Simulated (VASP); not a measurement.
# NaF (P4/mmm) in VASP: single point with HSE06

Aim: the single point of NaF with HSE06.

All numbers are computed with VASP 6.6.1; they aren't measurements. Logs are shortened: lines on timing, memory, paths and dates and some standing lists are left out, and cuts for length are marked.

### 1 The cell of the first run

The structure is tetragonal, space group P4/mmm (No. 123). The conventional cell has a = 2.793 Å, b = 2.793 Å, c = 2.835 Å, α = 90.00°, β = 90.00°, γ = 90.00°. Within 3.2 Å of Na (site symmetry 4/mmm) lie 8 F at 2.43 Å and 6 Na at 2.79 to 2.83 Å. F (site symmetry 4/mmm) has 8 Na at 2.43 Å and 6 F at 2.79 to 2.83 Å within 3.2 Å.

### 2 Single point, HSE06 (uniaxial x strain +1.5%)

Input file POSCAR:

```
NaF
1.0
    2.8345494318      0.0000000000      0.0000000000
    0.0000000000      2.7934851994      0.0000000000
    0.0000000000      0.0000000000      2.7934851994
Na F
1 1
Direct
    0.0000000000      0.0000000000      0.0000000000
    0.5000000000      0.5000000000      0.5000000000
```

Input file INCAR.step1:

```
SYSTEM = NaF
  PREC = Accurate
  ENCUT = 520
  EDIFF = 1E-5
  ISMEAR = 0
  SIGMA = 0.01
  LREAL = .FALSE.
  LASPH = .TRUE.
  NELM = 100
  ALGO = Normal
  ISIF = 2
  LWAVE = .TRUE.
  NBANDS = 14
  GGA = PE
```

Input file INCAR.step2:

```
SYSTEM = NaF
  PREC = Accurate
  ENCUT = 520
  EDIFF = 1E-6
  ISMEAR = 0
  SIGMA = 0.01
  LREAL = .FALSE.
  LASPH = .TRUE.
  NELM = 100
  ALGO = Normal
  ISIF = 2
  LWAVE = .FALSE.
  LCHARG = .TRUE.
  GGA = PE
  LHFCALC = .TRUE.
  HFSCREEN = 0.2079
  PRECFOCK = Normal
  LELF = .TRUE.
  LVHAR = .TRUE.
  NBANDS = 14
  ISTART = 1
```

Input file KPOINTS:

```
Automatic mesh
0
G
  6 6 6
  0 0 0
```

Potentials or basis: VASP PAW PBE potentials, release 64 (Na_pv, F).

Launch:

```sh
> cat potpaw_PBE.64/Na_pv/POTCAR potpaw_PBE.64/F/POTCAR > POTCAR
> cp INCAR.step1 INCAR
> mpirun -np 1 vasp_std > vasp.out
> cp INCAR.step2 INCAR
> mpirun -np 1 vasp_std > vasp.out
```

OUTCAR:

```text
SYSTEM = NaF
   PREC = Accurate
   ENCUT = 520
   EDIFF = 1E-6
   ISMEAR = 0
   LREAL = .FALSE.
   LASPH = .TRUE.
   NELM = 100
   ISIF = 2
   GGA = PE
   LHFCALC = .TRUE.
   HFSCREEN = 0.2079
   PRECFOCK = Normal
   ISTART = 1

 ion  position               nearest neighbor table
   1  0.000  0.000  0.000-
   2  0.500  0.500  0.500-

  LATTYP: Found a simple tetragonal cell.
 ALAT       =     2.7934851994
 C/A-ratio  =     1.0147000000

  Lattice vectors:

 A1 = (   0.0000000000,   2.7934851994,   0.0000000000)
 A2 = (   0.0000000000,   0.0000000000,   2.7934851994)
 A3 = (   2.8345494318,   0.0000000000,   0.0000000000)

Analysis of symmetry for initial positions (statically):
=====================================================================
 Subroutine PRICEL returns:
 Original cell was already a primitive cell.

 Routine SETGRP: Setting up the symmetry group for a
 simple tetragonal supercell.

 Subroutine GETGRP returns: Found 16 space group operations
 (whereof 16 operations were pure point group operations)
 out of a pool of 16 trial point group operations.

The static configuration has the point symmetry D_4h.

Analysis of symmetry for dynamics (positions and initial velocities):
=====================================================================
 Subroutine PRICEL returns:
 Original cell was already a primitive cell.

 Routine SETGRP: Setting up the symmetry group for a
 simple tetragonal supercell.

 Subroutine GETGRP returns: Found 16 space group operations
 (whereof 16 operations were pure point group operations)
 out of a pool of 16 trial point group operations.

The dynamic configuration has the point symmetry D_4h.

 Subroutine INISYM returns: Found 16 space group operations
 (whereof 16 operations are pure point group operations),
 and found     1 'primitive' translations

----------------------------------------------------------------------------------------

                                     Primitive cell

  volume of cell :      22.1196

  direct lattice vectors                    reciprocal lattice vectors
     2.834549432  0.000000000  0.000000000     0.352789755  0.000000000  0.000000000
     0.000000000  2.793485199  0.000000000     0.000000000  0.357975765  0.000000000
     0.000000000  0.000000000  2.793485199     0.000000000  0.000000000  0.357975765

  length of vectors
     2.834549432  2.793485199  2.793485199     0.352789755  0.357975765  0.357975765

  position of ions in fractional coordinates (direct lattice)
     0.000000000  0.000000000  0.000000000
     0.500000000  0.500000000  0.500000000

  ion indices of the primitive-cell ions
   primitive index   ion index
                 1           1
                 2           2

----------------------------------------------------------------------------------------

 KPOINTS: Automatic mesh

Automatic generation of k-mesh.
 Grid dimensions read from file:
 generate k-points for:    6    6    6

 Generating k-lattice:

  Cartesian coordinates                     Fractional coordinates (reciprocal lattice)
     0.058798293  0.000000000  0.000000000     0.166666667  0.000000000  0.000000000
     0.000000000  0.059662627  0.000000000     0.000000000  0.166666667  0.000000000
     0.000000000  0.000000000  0.059662627     0.000000000  0.000000000  0.166666667

  Length of vectors
     0.058798293  0.059662627  0.059662627

  Shift w.r.t. Gamma in fractional coordinates (k-lattice)
     0.000000000  0.000000000  0.000000000

 Subroutine IBZKPT returns following result:
 ===========================================

 Found     40 irreducible k-points:

 Following reciprocal coordinates:
            Coordinates               Weight
  0.000000  0.000000  0.000000      1.000000
  0.166667  0.000000  0.000000      2.000000
  0.333333  0.000000  0.000000      2.000000
  0.500000  0.000000  0.000000      1.000000
  0.000000  0.166667  0.000000      4.000000
  0.166667  0.166667  0.000000      8.000000
[... 16 lines left out ...]
  0.333333  0.333333  0.166667     16.000000
  0.500000  0.333333  0.166667      8.000000
 [... further k-points ...]
   k-points           NKPTS =     40   k-points in BZ     NKDIM =    216   number of bands    NBANDS=     14
   number of dos      NEDOS =    301   number of ions     NIONS =      2
   total plane-waves  NPLWV =  13824
   dimension x,y,z NGX =    24 NGY =   24 NGZ =   24
   dimension x,y,z NGXF=    48 NGYF=   48 NGZF=   48
   ions per type =               1   1
   NGX,Y,Z   is equivalent  to a cutoff of  14.08, 14.28, 14.28 a.u.
   NGXF,Y,Z  is equivalent  to a cutoff of  28.15, 28.57, 28.57 a.u.
 SYSTEM =  NaF
   PREC   = accura    normal or accurate (medium, high low for compatibility)
   ISTART =      1    job   : 0-new  1-cont  2-samecut
   ICHARG =      0    charge: 1-file 2-atom 10-const
   ISPIN  =      1    spin polarized calculation?
   LNONCOLLINEAR =      F non collinear calculations
   LSORBIT =      F    spin-orbit coupling
   LASPH  =      T    aspherical Exc in radial PAW
   ENCUT  =  520.0 eV  38.22 Ry    6.18 a.u.   5.27  5.19  5.19*2*pi/ulx,y,z
   NELM   =    100;   NELMIN=  2; NELMDL=  0     # of ELM steps
   EDIFF  = 0.1E-05   stopping-criterion for ELM
   LREAL  =      F    real-space projection
   EDIFFG = 0.1E-04   stopping-criterion for IOM
   NSW    =      0    number of steps for IOM
   IBRION =     -1    ionic relax: 0-MD 1-quasi-New 2-CG
   NFREE  =      0    steps in history (QN), initial steepest desc. (CG)
   ISIF   =      2    stress and relaxation
   ISYM   =      3    0-nonsym 1-usesym 2-fastsym
   POTIM  = 0.5000    time-step for ionic-motion
   TEBEG  =    0.0;   TEEND  =   0.0 temperature during run
   PSTRESS=    0.0 pullay stress
   NELECT =      14.0000    total number of electrons
   NUPDOWN=      -1.0000    fix difference up-down
   EMIN   =  10.00;   EMAX   =-10.00  energy-range for DOS
   EFERMI =   0.00;   METHOD = LEGACY
   ISMEAR =     0;   SIGMA  =   0.01  broadening in eV -4-tet -1-fermi 0-gaus
   EFERMI_NEDOS =   21; number of points for ismear=-14 and -15
   IALGO  =     38    algorithm
   IMIX   =      1    mixing-type and parameters
     AMIX     =   0.40;   BMIX     =  1.00
     AMIX_MAG =   1.60;   BMIX_MAG =  1.00
  volume/ion in A,a.u.               =      11.06        74.64
  Fermi-wavevector in a.u.,A,eV,Ry     =   1.405590  2.656179 26.880793  1.975683
  Thomas-Fermi vector in A             =   2.528036
   LORBIT       =      0    0 simple, 1 ext, 2 COOP (PROOUT), +10 PAW based schemes
   GGA     = PE    functional components
   LHFCALC =     T    Hartree Fock is set to
   PRECFOCK=normal    Normal, Fast or Accurate (Low or Medium for compatibility)
   ENCUT4O =  -1.0   cutoff for four orbital integrals eV
   NKREDX  =     1    reduce k-point grid by
   NKREDY  =     1    reduce k-point grid by
   NKREDZ  =     1    reduce k-point grid by
   AEXX    =    0.2500 exact exchange contribution
   HFSCREEN=    0.2079 screening length (either q_TF or 0.3 A-1)
   HFSCREENC=   0.2079 screening length for correlation (either q_TF or 0.3 A-1)
   ENCUTFOCK=  -1.0 apply spherical cutoff to Coloumb kernel
   IVDW    =     0    specifies the selected vdW correction
   LEPSILON=     F    determine dielectric tensor
   LRPA    =     F    only Hartree local field effects (RPA)
 non-spin polarized calculation
 Gauss-broadening in eV      SIGMA  =   0.01
  energy-cutoff  :      520.00
  volume of cell :       22.12
 maximum number of plane-waves:       624
 NGX is ok and might be reduce to    24
  NGX = 16; NGY = 16; NGZ = 16

 number of electron      14.0000009 magnetization

 Free energy of the ion-electron system (eV)
  ---------------------------------------------------
  ext. energy  EPLUGINS =         0.00000000
  ---------------------------------------------------
  free energy    TOTEN  =        -9.99047545 eV

  energy without entropy =       -9.99047545  energy(sigma->0) =       -9.99047545

 E-fermi :  -2.2845     XC(G=0):  -8.0556

 val. band max:       -2.3269274652   @ k =   0.5000   0.5000   0.0000
 cond. band min:       5.8378231616   @ k =   0.0000   0.0000   0.0000
 fundamental gap:      8.1647506269
 Fermi energy:        -2.2844777951

 k-point     1 :       0.0000    0.0000    0.0000
  band No.  band energies     occupation
      1     -23.9031      2.00000
      2     -23.8979      2.00000
      3     -23.8979      2.00000
      4     -23.7996      2.00000
      5      -2.7647      2.00000
      6      -2.6643      2.00000
      7      -2.6642      2.00000
      8       5.8378      0.00000
      9      15.5261      0.00000
     10      15.8062      0.00000
     11      23.8601      0.00000
     12      24.3213      0.00000
     13      24.3213      0.00000
     14      31.3959      0.00000

 k-point     2 :       0.1667    0.0000    0.0000
  band No.  band energies     occupation
      1     -24.2571      2.00000
      2     -23.8914      2.00000
      3     -23.8914      2.00000
      4     -23.4209      2.00000
      5      -3.4323      2.00000
      6      -2.6351      2.00000
      7      -2.6351      2.00000
      8       6.7234      0.00000
      9      15.1101      0.00000
     10      16.3281      0.00000
     11      24.1927      0.00000
     12      24.1927      0.00000
     13      24.6482      0.00000
     14      28.9488      0.00000

 k-point     3 :       0.3333    0.0000    0.0000
  band No.  band energies     occupation
      1     -24.5507      2.00000
      2     -23.8783      2.00000
      3     -23.8783      2.00000
      4     -23.0732      2.00000
      5      -4.5541      2.00000
      6      -2.5758      2.00000
      7      -2.5758      2.00000
      8       8.7204      0.00000
      9      13.5674      0.00000
     10      17.8790      0.00000
     11      23.8799      0.00000
     12      23.8799      0.00000
     13      24.3003      0.00000
     14      27.2720      0.00000

 k-point     4 :       0.5000    0.0000    0.0000
  band No.  band energies     occupation
      1     -24.6602      2.00000
      2     -23.8718      2.00000
      3     -23.8718      2.00000
      4     -22.9333      2.00000
      5      -5.0461      2.00000
      6      -2.5458      2.00000
      7      -2.5458      2.00000
      8      10.7064      0.00000
      9      11.6679      0.00000
     10      19.9313      0.00000
     11      21.2121      0.00000
     12      23.6861      0.00000
     13      23.6861      0.00000
     14      26.6099      0.00000

 k-point     5 :       0.0000    0.1667    0.0000
  band No.  band energies     occupation
      1     -24.2519      2.00000
      2     -23.8954      2.00000
      3     -23.8906      2.00000
      4     -23.4219      2.00000
      5      -3.3629      2.00000
      6      -2.7302      2.00000
      7      -2.6302      2.00000
      8       6.7318      0.00000
      9      15.3088      0.00000
     10      16.1458      0.00000
     11      23.7430      0.00000
[... 276 lines left out ...]
 k-point    22 :       0.1667    0.3333    0.1667
  band No.  band energies     occupation
      1     -24.3962      2.00000
      2     -23.9590      2.00000
      3     -23.9289      2.00000
      4     -23.0808      2.00000
      5      -4.2736      2.00000
      6      -3.1169      2.00000
      7      -3.0099      2.00000
      8       9.9155      0.00000
      9      14.3874      0.00000
     10      16.5322      0.00000
     11      21.1724      0.00000
     12      21.6395      0.00000
     13      23.7305      0.00000
     14      27.5280      0.00000

 k-point    23 :       0.3333    0.3333    0.1667
  band No.  band energies     occupation
      1     -24.2595      2.00000
      2     -24.0543      2.00000
      3     -23.9251      2.00000
      4     -23.1082      2.00000
      5      -4.0968      2.00000
      6      -3.8936      2.00000
      7      -2.9207      2.00000
      8      11.1566      0.00000
      9      14.8886      0.00000
     10      15.2573      0.00000
     11      19.5831      0.00000
     12      21.0359      0.00000
     13      22.7191      0.00000
     14      29.5930      0.00000

 k-point    24 :       0.5000    0.3333    0.1667
  band No.  band energies     occupation
      1     -24.2290      2.00000
      2     -24.0599      2.00000
      3     -23.9153      2.00000
      4     -23.1323      2.00000
      5      -4.3901      2.00000
      6      -3.8680      2.00000
      7      -2.8646      2.00000
      8      12.1865      0.00000
      9      13.7036      0.00000
     10      15.6588      0.00000
     11      18.4770      0.00000
     12      21.8017      0.00000
     13      22.0317      0.00000
     14      29.0680      0.00000

 [... further k-points ...]

------------------------ aborting loop because EDIFF is reached ----------------------------------------

  FORCE on cell =-STRESS in cart. coord.  units (eV):
  Direction    XX          YY          ZZ          XY          YZ          ZX
  --------------------------------------------------------------------------------------
  -------------------------------------------------------------------------------------
  Total       -0.0899649      0.2518440      0.2518440      0.0000000      0.0000000     -0.0000000
  in kB       -6.5163889     18.2417015     18.2417015      0.0000000      0.0000000     -0.0000000
  external PRESSURE =       9.9890047 kB  Pullay stress =       0.0000000 kB

 VOLUME and BASIS-vectors are now :
 -----------------------------------------------------------------------------
  energy-cutoff  :      520.00
  volume of cell :       22.12
      direct lattice vectors                 reciprocal lattice vectors
     2.834549432  0.000000000  0.000000000     0.352789755  0.000000000  0.000000000
     0.000000000  2.793485199  0.000000000     0.000000000  0.357975765  0.000000000
     0.000000000  0.000000000  2.793485199     0.000000000  0.000000000  0.357975765

 POSITION                                       TOTAL-FORCE (eV/Angst)
 -----------------------------------------------------------------------------------
      0.00000      0.00000      0.00000         0.000000      0.000000      0.000000
      1.41727      1.39674      1.39674         0.000000      0.000000      0.000000
 -----------------------------------------------------------------------------------
    total drift:                                0.000001      0.000001      0.000000

  FREE ENERGIE OF THE ION-ELECTRON SYSTEM (eV)
  ---------------------------------------------------
  free  energy   TOTEN  =        -9.9904754529 eV

  energy  without entropy=       -9.9904754529  energy(sigma->0) =       -9.99047545
```

It took 21 min on 1 thread of Intel Xeon 8259CL, shared host; peak memory 0.21 GiB.

What came out:

| Item | Value |
| --- | --- |
| Free energy | -9.9905 eV |
| Pressure | 1.0 GPa |
| Band gap on the k mesh | 8.16 eV (least direct gap 8.50 eV) |

Caveat: the cell differs from its parent crystal (uniaxial x strain +1.5%); the structure was generated, so it needn't be the stable form of NaF; the PAW data sets were made with another functional, which shifts forces and pressure a little. A k mesh can miss the band edges.
